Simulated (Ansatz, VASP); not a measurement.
SrTiO3 in VASP and in Ansatz

```
CELL_PARAMETERS angstrom
3.93641 0.00000 0.00000
0.00000 3.93641 0.00000
0.00000 0.00000 3.93641
ATOMIC_POSITIONS crystal
Sr 0.00137 0.00000 0.00000
Ti 0.50645 0.50000 0.50000
O 0.99024 0.50000 0.50000
O 0.49148 0.00000 0.50000
O 0.49148 0.50000 0.00000
```

Change from the starting cell: mode 1 frozen in at -0.038 Å, strain +e along z and -e/2 along x and y +0.0000.

Alike in both runs: task single point; functional PBE; k mesh 8 × 8 × 8; occupations gaussian, width 0.05 eV; no spin polarisation.

```csv
,VASP,Ansatz
version,VASP 6.6.1,Ansatz 0.2.0
potentials or method,"VASP PAW PBE potentials, release 64 (Sr_sv, Ti_sv, O), cutoff 520 eV","scalar-relativistic, plane waves, PAW"
valence electrons in the cell,40,40
```

|  | VASP | Ansatz | Ansatz less VASP |
| --- | --- | --- | --- |
| gap on the k mesh at the Fermi level (eV) | 1.82 | 1.86 | +0.034 |
| least direct gap on the mesh (eV) | 2.24 | 2.26 | +0.018 |
| pressure (GPa) | 0.9 | 0.3 | -0.61 |
| traceless stress, the component that is largest in VASP (GPa) | 0.45 | 0.44 | -0.018 |
| rms of the force components (eV/Å) | 0.016 | 0.018 | +0.0018 |

Atom by atom the forces differ by 0.010 eV/Å (rms over components). The functional is the same, so the differences come from potentials, cutoffs and numerics.
